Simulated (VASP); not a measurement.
Set up this calculation in VASP 6.6.1, as the native input.

| Property | Result |
| --- | --- |
| Task | single point |
| Functional | PBE |
| Potentials or basis | VASP PAW PBE potentials, release 64 (Li_sv, Rh_pv, N) |
| Cutoff | 520 eV |
| k mesh | 8 × 8 × 5 |
| Occupations | fermi-dirac, width 0.05 eV |
| Spin | no spin polarisation |
| Dipole correction | no |
| Further INCAR settings | ALGO = Normal; EDIFF = 1e-06; NBANDS = 24 |

The structure of Li2RhN2 lies in POSCAR:

```
Li2RhN2
1.0
    3.2846446147      0.0000000000      0.0000000000
   -1.6423223073      2.8445856751      0.0000000000
    0.0000000000      0.0000000000      5.1755200708
Li Rh N
2 1 2
Direct
    0.6666666667      0.3333333333      0.3544900000
    0.3333333333      0.6666666667      0.6455100000
    0.0000000000      0.0000000000      0.0000000000
    0.6666666667      0.3333333333      0.7906920000
    0.3333333333      0.6666666667      0.2093080000
```

These files were run (other wordings do the same):

INCAR

```
PREC = Accurate
ENCUT = 520
EDIFF = 1E-6
ISMEAR = -1
SIGMA = 0.05
LREAL = F
LASPH = T
NELM = 80
ALGO = Normal
ISIF = 2
LWAVE = F
LCHARG = T
GGA = PE
LELF = T
LVHAR = T
NBANDS = 24
```

KPOINTS

```
Automatic mesh
0
Gamma
  8 8 5
```

Potentials or basis: VASP PAW PBE potentials, release 64 (Li_sv, Rh_pv, N).

Run with:

```console
$ cat potpaw_PBE.64/Li_sv/POTCAR potpaw_PBE.64/Rh_pv/POTCAR potpaw_PBE.64/N/POTCAR > POTCAR
$ mpirun -np 1 vasp_std > vasp.out
```

Results of the run:

| Item | Value |
| --- | --- |
| Largest force | 0.405 eV/Å |

It took 44 s on 1 thread of Intel(R) Xeon(R) Platinum 8175M CPU @ 2.50GHz (Skylake/Cascade Lake) (shared host), peak memory 0.19 GiB.
